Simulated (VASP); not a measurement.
# AlN (P1) in VASP: a series of runs

The runs below take AlN through single point, with PBE.

Everything below comes from runs of VASP 6.6.1. Logs are shortened: lines on timing, memory, paths and dates and some standing lists are left out, and cuts for length are marked.

## 1. The cell of the first run

The typed cell holds 4 atoms: a = 3.111 Å, b = 3.124 Å, c = 4.978 Å, α = 90.21°, β = 90.57°, γ = 120.43°.

## 2. Single point, PBE (equal xy, yz and zx shear strains of -1 %)

The input, INCAR:

```
PREC     = Accurate       # precision mode
ENCUT    = 520            # plane-wave cutoff, eV
EDIFF    = 1E-6           # SCF threshold, eV
ISMEAR   = -1             # smearing method
SIGMA    = 0.02           # smearing width, eV
LREAL    = False          # projectors in reciprocal space
LASPH    = True           # aspherical terms in the spheres
NELM     = 80             # most SCF steps
ALGO     = Normal         # electronic algorithm
ISIF     = 2              # what is computed and relaxed
LWAVE    = False          # write WAVECAR
LCHARG   = True           # write CHGCAR
GGA      = PE             # functional
LELF     = True           # ELF
LVHAR    = True         
NBANDS   = 16             # bands
```

The input, KPOINTS:

```
regular mesh
0
Gamma
  11 11 6
```

The input, POSCAR:

```
AlN
1.0
    3.1110021516     -0.0155550108     -0.0155550108
   -1.5689721103      2.7019843999     -0.0056935291
   -0.0248900000     -0.0248900000      4.9780000000
Al N
2 2
Direct
    0.3333333333      0.6666666667      0.0000000000
    0.6666666667      0.3333333333      0.5000000000
    0.3333333333      0.6666666667      0.3850000000
    0.6666666667      0.3333333333      0.8850000000
```

Potentials or basis: VASP PAW PBE potentials, release 64 (Al, N).

Run with:

```bash
cat potpaw_PBE.64/Al/POTCAR potpaw_PBE.64/N/POTCAR > POTCAR
mpirun -np 1 vasp_std > vasp.out
```

OUTCAR:

```text
PREC = Accurate
   ENCUT = 520
   EDIFF = 1E-6
   ISMEAR = -1
   LREAL = False
   LASPH = True
   NELM = 80
   ISIF = 2
   GGA = PE

 ion  position               nearest neighbor table
   1  0.333  0.667  0.000-   4 1.87   4 1.89   4 1.89   3 1.92   2 3.04   2 3.05   2 3.07   2 3.08
                             2 3.08   2 3.08
   2  0.667  0.333  0.500-   3 1.88   3 1.89   3 1.89   4 1.92   1 3.04   1 3.05   1 3.07   1 3.08
                             1 3.08   1 3.08
   3  0.333  0.667  0.385-   2 1.88   2 1.89   2 1.89   1 1.92
   4  0.667  0.333  0.885-   1 1.87   1 1.89   1 1.89   2 1.92

  LATTYP: Found a triclinic cell.
 ALAT       =     3.0976137608
 B/A-ratio  =     1.0043472705
 C/A-ratio  =     1.6070836563
 COS(alpha) =     0.0099745013
 COS(beta)  =     0.0136846555
 COS(gamma) =     0.4934979113

  Lattice vectors:

 A1 = (   1.5420300413,   2.6864293891,  -0.0212485399)
 A2 = (   3.1110021516,  -0.0155550108,  -0.0155550108)
 A3 = (   0.0248900000,   0.0248900000,  -4.9780000000)

Analysis of symmetry for initial positions (statically):
=====================================================================
 Subroutine PRICEL returns:
 Original cell was already a primitive cell.

 Routine SETGRP: Setting up the symmetry group for a
 triclinic supercell.

 Subroutine GETGRP returns: Found  1 space group operations
 (whereof  1 operations were pure point group operations)
 out of a pool of  2 trial point group operations.

The static configuration has the point symmetry C_1 .

Analysis of symmetry for dynamics (positions and initial velocities):
=====================================================================
 Subroutine PRICEL returns:
 Original cell was already a primitive cell.

 Routine SETGRP: Setting up the symmetry group for a
 triclinic supercell.

 Subroutine GETGRP returns: Found  1 space group operations
 (whereof  1 operations were pure point group operations)
 out of a pool of  2 trial point group operations.

The dynamic configuration has the point symmetry C_1 .

 Subroutine INISYM returns: Found  1 space group operations
 (whereof  1 operations are pure point group operations),
 and found     1 'primitive' translations

----------------------------------------------------------------------------------------

                                     Primitive cell

  volume of cell :      41.7209

  direct lattice vectors                    reciprocal lattice vectors
     3.111002152 -0.015555011 -0.015555011     0.322388609  0.187208055  0.002547983
    -1.568972110  2.701984400 -0.005693529     0.001865253  0.371185396  0.001865253
    -0.024890000 -0.024890000  4.978000000     0.001009518  0.001009518  0.200893984

  length of vectors
     3.111079926  3.124488054  4.978124448     0.372810627  0.371194769  0.200899057

  position of ions in fractional coordinates (direct lattice)
     0.333333333  0.666666667  0.000000000
     0.666666667  0.333333333  0.500000000
     0.333333333  0.666666667  0.385000000
     0.666666667  0.333333333  0.885000000

  ion indices of the primitive-cell ions
   primitive index   ion index
                 1           1
                 2           2
                 3           3
                 4           4

----------------------------------------------------------------------------------------

 KPOINTS: regular mesh

Automatic generation of k-mesh.
 Grid dimensions read from file:
 generate k-points for:   11   11    6

 Generating k-lattice:

  Cartesian coordinates                     Fractional coordinates (reciprocal lattice)
     0.029308055  0.017018914  0.000231635     0.090909091  0.000000000  0.000000000
     0.000169568  0.033744127  0.000169568     0.000000000  0.090909091  0.000000000
     0.000168253  0.000168253  0.033482331     0.000000000  0.000000000  0.166666667

  Length of vectors
     0.033891875  0.033744979  0.033483176

  Shift w.r.t. Gamma in fractional coordinates (k-lattice)
     0.000000000  0.000000000  0.000000000

 Subroutine IBZKPT returns following result:
 ===========================================

 Found    364 irreducible k-points:

 Following reciprocal coordinates:
            Coordinates               Weight
  0.000000  0.000000  0.000000      1.000000
  0.090909  0.000000  0.000000      2.000000
  0.181818  0.000000  0.000000      2.000000
  0.272727  0.000000  0.000000      2.000000
  0.363636 -0.000000  0.000000      2.000000
  0.454545  0.000000  0.000000      2.000000
[... 16 lines left out ...]
  0.454545  0.181818  0.000000      2.000000
 -0.454545  0.181818 -0.000000      2.000000
 [... further k-points ...]
   k-points           NKPTS =    364   k-points in BZ     NKDIM =    364   number of bands    NBANDS=     16
   number of dos      NEDOS =    301   number of ions     NIONS =      4
   total plane-waves  NPLWV =  23040
   dimension x,y,z NGX =    24 NGY =   24 NGZ =   40
   dimension x,y,z NGXF=    48 NGYF=   48 NGZF=   80
   ions per type =               2   2
   NGX,Y,Z   is equivalent  to a cutoff of  12.82, 12.77, 13.36 a.u.
   NGXF,Y,Z  is equivalent  to a cutoff of  25.65, 25.54, 26.72 a.u.
 SYSTEM =  unknown system
   PREC   = accura    normal or accurate (medium, high low for compatibility)
   ISTART =      0    job   : 0-new  1-cont  2-samecut
   ICHARG =      2    charge: 1-file 2-atom 10-const
   ISPIN  =      1    spin polarized calculation?
   LNONCOLLINEAR =      F non collinear calculations
   LSORBIT =      F    spin-orbit coupling
   LASPH  =      T    aspherical Exc in radial PAW
   ENCUT  =  520.0 eV  38.22 Ry    6.18 a.u.   5.78  5.81  9.26*2*pi/ulx,y,z
   NELM   =     80;   NELMIN=  2; NELMDL= -5     # of ELM steps
   EDIFF  = 0.1E-05   stopping-criterion for ELM
   LREAL  =      F    real-space projection
   EDIFFG = 0.1E-04   stopping-criterion for IOM
   NSW    =      0    number of steps for IOM
[... 5 lines left out ...]
   TEBEG  =    0.0;   TEEND  =   0.0 temperature during run
   PSTRESS=    0.0 pullay stress
   NELECT =      16.0000    total number of electrons
   NUPDOWN=      -1.0000    fix difference up-down
   EMIN   =  10.00;   EMAX   =-10.00  energy-range for DOS
   EFERMI =   0.00;   METHOD = LEGACY
   ISMEAR =    -1;   SIGMA  =   0.02  broadening in eV -4-tet -1-fermi 0-gaus
   EFERMI_NEDOS =   21; number of points for ismear=-14 and -15
   IALGO  =     38    algorithm
   IMIX   =      4    mixing-type and parameters
     AMIX     =   0.40;   BMIX     =  1.00
     AMIX_MAG =   1.60;   BMIX_MAG =  1.00
  volume/ion in A,a.u.               =      10.43        70.39
  Fermi-wavevector in a.u.,A,eV,Ry     =   1.189407  2.247653 19.247999  1.414688
  Thomas-Fermi vector in A             =   2.325515
   LORBIT       =      0    0 simple, 1 ext, 2 COOP (PROOUT), +10 PAW based schemes
   GGA     = PE    functional components
   LHFCALC =     F    Hartree Fock is set to
   AEXX    =    0.0000 exact exchange contribution
   IVDW    =     0    specifies the selected vdW correction
   LEPSILON=     F    determine dielectric tensor
   LRPA    =     F    only Hartree local field effects (RPA)
 non-spin polarized calculation
  energy-cutoff  :      520.00
  volume of cell :       41.72
 maximum number of plane-waves:      1136
   NGX = 11   NGY = 11   NGZ = 19

 number of electron      15.9999998 magnetization

 Free energy of the ion-electron system (eV)
  ---------------------------------------------------
  ext. energy  EPLUGINS =         0.00000000
  ---------------------------------------------------
  free energy    TOTEN  =       -29.76217489 eV

  energy without entropy =      -29.76217489  energy(sigma->0) =      -29.76217489

 E-fermi :   6.6386     XC(G=0): -10.9154

 val. band max:        6.2263481028   @ k =   0.0000   0.0000   0.0000
 cond. band min:      10.3827165696   @ k =   0.0000   0.0000   0.0000
 fundamental gap:      4.1563684668
 Fermi energy:         6.6386013872

 k-point     1 :       0.0000    0.0000    0.0000
  band No.  band energies     occupation
      1      -9.0307      2.00000
      2      -6.8797      2.00000
      3       0.1871      2.00000
      4       5.2458      2.00000
      5       5.3009      2.00000
      6       5.9016      2.00000
[... 8 lines left out ...]
     15      19.2719      0.00000
     16      19.3816      0.00000

 k-point     2 :       0.0909    0.0000    0.0000
  band No.  band energies     occupation
      1      -8.9242      2.00000
      2      -6.8192      2.00000
      3       0.3137      2.00000
      4       4.8204      2.00000
      5       5.1088      2.00000
      6       5.4627      2.00000
[... 8 lines left out ...]
     15      19.2883      0.00000
     16      19.3755      0.00000

 k-point     3 :       0.1818    0.0000    0.0000
  band No.  band energies     occupation
      1      -8.6157      2.00000
      2      -6.6569      2.00000
      3       0.6858      2.00000
      4       3.6886      2.00000
      5       4.4778      2.00000
      6       4.7903      2.00000
[... 8 lines left out ...]
     15      18.4820      0.00000
     16      18.8085      0.00000

 k-point     4 :       0.2727    0.0000    0.0000
  band No.  band energies     occupation
      1      -8.1429      2.00000
      2      -6.4551      2.00000
      3       1.2756      2.00000
      4       2.4238      2.00000
      5       3.4404      2.00000
      6       4.4430      2.00000
[... 8 lines left out ...]
     15      18.2484      0.00000
     16      19.7061      0.00000
[... 324 lines left out ...]
 k-point    22 :       0.3636    0.1818    0.0000
  band No.  band energies     occupation
      1      -6.9297      2.00000
      2      -6.3340      2.00000
      3       1.0900      2.00000
      4       2.2042      2.00000
      5       3.0326      2.00000
      6       3.0771      2.00000
[... 8 lines left out ...]
     15      18.9020      0.00000
     16      20.8086      0.00000

 k-point    23 :       0.4545    0.1818    0.0000
  band No.  band energies     occupation
      1      -6.9364      2.00000
      2      -6.3330      2.00000
      3       1.0954      2.00000
      4       2.2084      2.00000
      5       3.0232      2.00000
      6       3.0745      2.00000
[... 8 lines left out ...]
     15      18.9517      0.00000
     16      20.8034      0.00000

 k-point    24 :      -0.4545    0.1818   -0.0000
  band No.  band energies     occupation
      1      -7.3783      2.00000
      2      -6.2846      2.00000
      3       1.6247      2.00000
      4       2.2115      2.00000
      5       2.3528      2.00000
      6       3.6002      2.00000
[... 8 lines left out ...]
     15      18.4213      0.00000
     16      20.8443      0.00000

 [... further k-points ...]

------------------------ aborting loop because EDIFF is reached ----------------------------------------

  FORCE on cell =-STRESS in cart. coord.  units (eV):
  Direction    XX          YY          ZZ          XY          YZ          ZX
  --------------------------------------------------------------------------------------
  -------------------------------------------------------------------------------------
  Total        1.1533012      1.1535717      0.6831442      0.4720497      0.3360713      0.3362016
  in kB       44.2894057     44.2997926     26.2343012     18.1277882     12.9059083     12.9109113
  external PRESSURE =      38.2744998 kB  Pullay stress =       0.0000000 kB

 VOLUME and BASIS-vectors are now :
 -----------------------------------------------------------------------------
  energy-cutoff  :      520.00
  volume of cell :       41.72
      direct lattice vectors                 reciprocal lattice vectors
     3.111002152 -0.015555011 -0.015555011     0.322388609  0.187208055  0.002547983
    -1.568972110  2.701984400 -0.005693529     0.001865253  0.371185396  0.001865253
    -0.024890000 -0.024890000  4.978000000     0.001009518  0.001009518  0.200893984

 POSITION                                       TOTAL-FORCE (eV/Angst)
 -----------------------------------------------------------------------------------
     -0.00898      1.79614     -0.00898         0.155151      0.058594      0.185503
      1.53857      0.87785      2.47673        -0.041697      0.054620      0.182006
     -0.01856      1.78656      1.90755         0.059020     -0.054719     -0.181562
      1.52898      0.86826      4.39326        -0.172474     -0.058495     -0.185947
 -----------------------------------------------------------------------------------
    total drift:                               -0.000232     -0.000425      0.000108

  FREE ENERGIE OF THE ION-ELECTRON SYSTEM (eV)
  ---------------------------------------------------
  free  energy   TOTEN  =       -29.7621748906 eV

  energy  without entropy=      -29.7621748906  energy(sigma->0) =      -29.76217489
```

Wall time 76 s (1 thread of Intel Xeon 6975P-C (Granite Rapids), shared host); peak memory 0.31 GiB.

What came out:

- Free energy: -29.7622 eV
- Pressure: 3.8 GPa
- Largest force: 0.260 eV/Å
- Band gap on the k mesh: 4.16 eV

Forces in eV/Å, atoms in the order of the input:
```
Al   0.155  0.059  0.186
Al  -0.042  0.055  0.182
N    0.059 -0.055 -0.182
N   -0.172 -0.058 -0.186
```

Caveat: the cell differs from its parent crystal (equal xy, yz and zx shear strains of -1 %); the cell stands under pressure. A k mesh can miss the band edges.

## 3. Single point, PBE (equal xy, yz and zx shear strains of +2 %)

The input, INCAR:

```
SYSTEM = AlN
PREC     = Accurate       ! precision mode
ENCUT    = 520            ! plane-wave cutoff, eV
EDIFF    = 1E-6           ! SCF threshold, eV
ISMEAR   = -1             ! smearing method
SIGMA    = 0.02           ! smearing width, eV
LREAL    = .False.        ! projectors in reciprocal space
LASPH    = .True.         ! aspherical terms in the spheres
NELM     = 80             ! most SCF steps
ALGO     = Normal         ! electronic algorithm
ISIF     = 2              ! what is computed and relaxed
LWAVE    = .False.        ! write WAVECAR
LCHARG   = .True.         ! write CHGCAR
GGA      = PE             ! functional
LELF     = .True.         ! ELF
LVHAR    = .True.       
NBANDS   = 16             ! bands
```

The input, KPOINTS:

```
regular mesh
0
Gamma
  11 11 6
  0 0 0
```

The input, POSCAR:

```
AlN
1.0
    3.1110021516      0.0311100215      0.0311100215
   -1.5285590069      2.6786518837      0.0113870582
    0.0497800000      0.0497800000      4.9780000000
Al N
2 2
Direct
    0.3333333333      0.6666666667      0.0000000000
    0.6666666667      0.3333333333      0.5000000000
    0.3333333333      0.6666666667      0.3850000000
    0.6666666667      0.3333333333      0.8850000000
```

Potentials or basis: VASP PAW PBE potentials, release 64 (Al, N).

Run with:

```bash
cat potpaw_PBE.64/Al/POTCAR potpaw_PBE.64/N/POTCAR > POTCAR
mpirun -np 1 vasp_std > vasp.out
```

Run time: 74 s. Hardware: 1 thread of Intel Xeon 6975P-C (Granite Rapids), shared host; peak memory 0.3 GiB.

It converged, with:

```
Free energy            : -29.7449 eV
Pressure               : 3.9 GPa
Largest force          : 0.381 eV/Å
Band gap on the k mesh : 4.13 eV
```

Forces on the atoms (eV/Å):
```
Al  -0.281 -0.092  0.198
Al   0.081 -0.107  0.184
N   -0.112  0.107 -0.182
N    0.311  0.092 -0.199
```

Stress tensor (GPa, compression positive):
```
 4.52 -3.64 -2.60
-3.64  4.53 -2.60
-2.60 -2.60  2.71
```

Levels at points of the mesh, in eV from the valence-band top:
| k point | band 5 | band 6 | band 7 | band 8 | band 9 | band 10 | band 11 | band 12 |
| --- | --- | --- | --- | --- | --- | --- | --- | --- |
| (0.00, 0.00, 0.00) | -0.91 | -0.38 | -0.26 | 0.00 | 4.13 | 6.59 | 10.54 | 10.91 |
| (0.00, 0.00, 0.50) | -0.75 | -0.69 | -0.61 | -0.55 | 6.39 | 6.41 | 10.25 | 10.26 |

Caveat: the cell differs from its parent crystal (equal xy, yz and zx shear strains of +2 %); the cell stands under pressure. A k mesh can miss the band edges.
